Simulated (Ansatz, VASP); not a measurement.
**Bi in VASP and in Ansatz**

```
Bi
1.0
    -1.95636    1.95636    1.95636
     1.95636   -1.95636    1.95636
     1.95636    1.95636   -1.95636
Bi
1
Direct
  0.00000 0.00000 0.00000
```

Alike in both runs: functional PBEsol; k mesh 16 × 16 × 16; occupations gaussian, width 0.1 eV; no spin polarisation.

Ansatz relaxed the structure, and its values are those at the end. VASP's run is a single point on that final structure, the one shown.

|  | VASP | Ansatz |
| --- | --- | --- |
| version | VASP 6.6.1 | Ansatz 0.2.0 |
| potentials or method | VASP PAW PBE potentials, release 64 (Bi_d), cutoff 500 eV | scalar-relativistic, plane waves, PAW |
| valence electrons in the cell | 15 | 15 |

|  | VASP | Ansatz | Ansatz less VASP |
| --- | --- | --- | --- |
| gap on the k mesh at the Fermi level (eV) | none | none | - |
| pressure (GPa) | -0.1 | 0.0 | +0.05 |

VASP's potentials were made for PBE, not for PBEsol. A gap of «none» marks a metal or a gap that the smearing closes.

Neither program's run includes spin-orbit coupling.
